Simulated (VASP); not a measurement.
A run of VASP 6.6.1 is set up as follows.

INCAR

```
ALGO = Normal ; EDIFF = 1E-6
ENCUT = 520 ; GGA = PE
ISIF = 2 ; ISMEAR = 0
LASPH = T ; LCHARG = T
LELF = T ; LREAL = F
LVHAR = T ; LWAVE = F
NBANDS = 24 ; NELM = 60
PREC = Accurate ; SIGMA = 0.01
```

KPOINTS

```
k-points
0
Gamma
  6 6 6
```

The input POSCAR:

```
K2IF
1.0
    2.1515501892      1.2421980809      7.3518713757
   -2.1515501892      1.2421980809      7.3518713757
    0.0000000000     -2.4843961618      7.3518713757
F I K
1 1 2
Direct
    1.0000000000      0.0000000000      0.0000000000
    0.5000000000      0.5000000000      0.5000000000
    0.2704050987      0.2704050987      0.2704050987
    0.7295949013      0.7295949013      0.7295949013
```

Potentials or basis: VASP PAW PBE potentials, release 64 (F, I, K_sv).

Command:

```console
$ cat potpaw_PBE.64/F/POTCAR potpaw_PBE.64/I/POTCAR potpaw_PBE.64/K_sv/POTCAR > POTCAR
$ mpirun -np 1 vasp_std > vasp.out
```

Q: What does it give for the largest force?

A: 0.079 eV/Å.

Q: What does it give for the pressure?

A: 1.2 GPa.

Forces in eV/Å, atoms in the order of the input:
```
F    0.000  0.000  0.000
I    0.000  0.000  0.000
K    0.000  0.000  0.079
K    0.000  0.000 -0.079
```
